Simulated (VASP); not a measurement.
Set up this calculation in VASP 6.6.1, as the native input.

```yaml
Task: single point
Functional: LDA
Potentials_or_basis: VASP PAW LDA potentials, release 64 (Nb_sv, As)
Cutoff: 500 eV
k_mesh: 14 × 14 × 14
Occupations: fermi-dirac, width 0.05 eV
Spin: no spin polarisation
Dipole_correction: no
Further_INCAR_settings: ALGO = Normal; EDIFF = 1e-06; NBANDS = 16
```

The structure of NbAs (rocksalt type) lies in POSCAR:

```
NbAs
1.0
    0.0000000000      2.3837350143      2.3837350143
    2.3837350143      0.0000000000      2.3837350143
    2.3837350143      2.3837350143      0.0000000000
Nb As
1 1
Direct
    0.0000000000      0.0000000000      0.0000000000
    0.5000000000      0.5000000000      0.5000000000
```

The input as run:

INCAR

```
PREC     = Accurate       # precision mode
ENCUT    = 500            # plane-wave cutoff, eV
EDIFF    = 1E-6           # SCF threshold, eV
ISMEAR   = -1             # smearing method
SIGMA    = 0.05           # smearing width, eV
LREAL    = F              # projectors in reciprocal space
LASPH    = T              # aspherical terms in the spheres
NELM     = 120            # most SCF steps
ALGO     = Normal         # electronic algorithm
ISIF     = 2              # what is computed and relaxed
LWAVE    = F              # write WAVECAR
LCHARG   = F              # write CHGCAR
GGA      = CA             # functional
NBANDS   = 16             # bands
GGA_COMPAT= F
```

KPOINTS

```
Automatic mesh
0
Gamma
  14 14 14
```

Potentials or basis: VASP PAW LDA potentials, release 64 (Nb_sv, As).

Command:

```bash
$ cat potpaw_LDA.64/Nb_sv/POTCAR potpaw_LDA.64/As/POTCAR > POTCAR
$ mpirun -np 1 vasp_std > vasp.out
```

Results of the run:

```
Pressure               : 71.9 GPa
Band gap on the k mesh : zero (bands 9 and 10 overlap by 2.70 eV)
```

Caveat: the cell stands under pressure.

Run time: 2.1 min on 1 thread of Intel Xeon 8259CL, with other jobs on the host, peak memory 0.14 GiB.
